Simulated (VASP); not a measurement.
The system is MgO.

```
CELL_PARAMETERS angstrom
3.32110 0.00000 0.00000
-1.66055 2.87616 0.00000
0.00000 0.00000 4.93385
ATOMIC_POSITIONS crystal
Mg 0.33333 0.66667 0.98548
Mg 0.66667 0.33333 0.48548
O 0.33333 0.66667 0.38952
O 0.66667 0.33333 0.88952
```

This cell differs from its parent crystal: epitaxial xy strain +1.0%.

Base run:

* Program: VASP 6.6.1
* Functional: r2SCAN
* Potentials or basis: VASP PAW PBE potentials, release 64 (Mg, O)
* Cutoff: 520 eV
* k mesh: 12 × 12 × 6
* Occupations: gaussian, width 0.01 eV
* Spin: no spin polarisation

Its results: band gap on the k mesh 4.09 eV, direct; pressure -1.2 GPa; largest force 0.005 eV/Å.

Question: The run is repeated on the same cell with these changes: functional from r2SCAN to PBE; occupations from gaussian, width 0.01 eV to fermi-dirac, width 0.02 eV. What comes out?

Answer: Band gap on the k mesh 3.42 eV, direct; pressure 2.8 GPa; largest force 0.020 eV/Å.

Caveats: the PAW data sets were made with another functional, which shifts forces and pressure a little (some runs).

A k mesh can miss the band edges.
